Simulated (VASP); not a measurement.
Write the native input for VASP 6.6.1 that does the following.

| Property | Result |
| --- | --- |
| Task | single point |
| Functional | PBE |
| Potentials or basis | VASP PAW PBE potentials, release 64 (W_sv, C, Si, Cl) |
| Cutoff | 520 eV |
| k mesh | 3 × 3 × 1 |
| Occupations | fermi-dirac, width 0.1 eV |
| Spin | no spin polarisation |
| Dipole correction | no |
| Further INCAR settings | LREAL = Auto; ALGO = Normal; EDIFF = 1e-07; NBANDS = 96 |

The structure of SiW8C8Cl2 lies in POSCAR:

```
SiW8C8Cl2
1.0
    5.8006000000      0.0000000000      0.0000000000
   -2.9003000000      5.0234670000      0.0000000000
    0.0000000000      0.0000000000     16.2466500000
W C Si Cl
8 8 1 2
Direct
    0.0000000000      0.0000000000      0.0615511505
    0.0013169963     -0.0121231014      0.2395263023
   -0.0000119541      0.4999933313      0.0615511505
    0.0177920693      0.4986396845      0.2380059889
    0.5000000000      0.0000000000      0.0615511505
    0.5022918200      0.0007564497      0.2389908073
    0.5000052854      0.4999933313      0.0615511505
    0.5147157794      0.5120368065      0.2321647847
    0.3291521555      0.1645278052      0.1474519362
    0.3420138139      0.1723909005      0.3145879304
    0.3250146792      0.6538910278      0.1411798740
    0.3498536579      0.6575737434      0.3182933097
    0.8401549463      0.1518473198      0.1411798740
    0.8373117671      0.1626764941      0.3183979467
    0.8344951953      0.6666113264      0.1422754845
    0.8605111748      0.6668900184      0.3016252581
    0.3108610003      0.3940903762      0.3871013409
   -0.0904175832      0.2010563621      0.4355667168
    0.5140044255      0.5087522223      0.4988966956
```

These files were run (other wordings do the same):

INCAR

```
PREC = Accurate
ENCUT = 520
EDIFF = 1E-7
ISMEAR = -1
SIGMA = 0.1
LREAL = Auto
LASPH = T
NELM = 80
ALGO = Normal
ISIF = 2
LWAVE = F
LCHARG = F
GGA = PE
NBANDS = 96
```

KPOINTS

```
regular mesh
0
Gamma
  3 3 1
```

Potentials or basis: VASP PAW PBE potentials, release 64 (W_sv, C, Si, Cl).

The run is started by

```bash
$ cat potpaw_PBE.64/W_sv/POTCAR potpaw_PBE.64/C/POTCAR potpaw_PBE.64/Si/POTCAR potpaw_PBE.64/Cl/POTCAR > POTCAR
$ mpirun -np 1 vasp_std > vasp.out
```

It gave:

The largest force is 2.981 eV/Å and the band gap on the k mesh is zero (bands 81 and 82 overlap by 0.62 eV).

Caveat: the k points lie up to 0.42 Å⁻¹ apart, too coarse for converged energies and pressures of a metal; there is no dipole correction, which matters where the two faces differ; spin-orbit coupling is left out, which moves the levels of the heavy elements.

It took 9.9 min on 1 thread of Intel(R) Xeon(R) Platinum 8559C (Emerald Rapids) (shared host), peak memory 0.68 GiB.
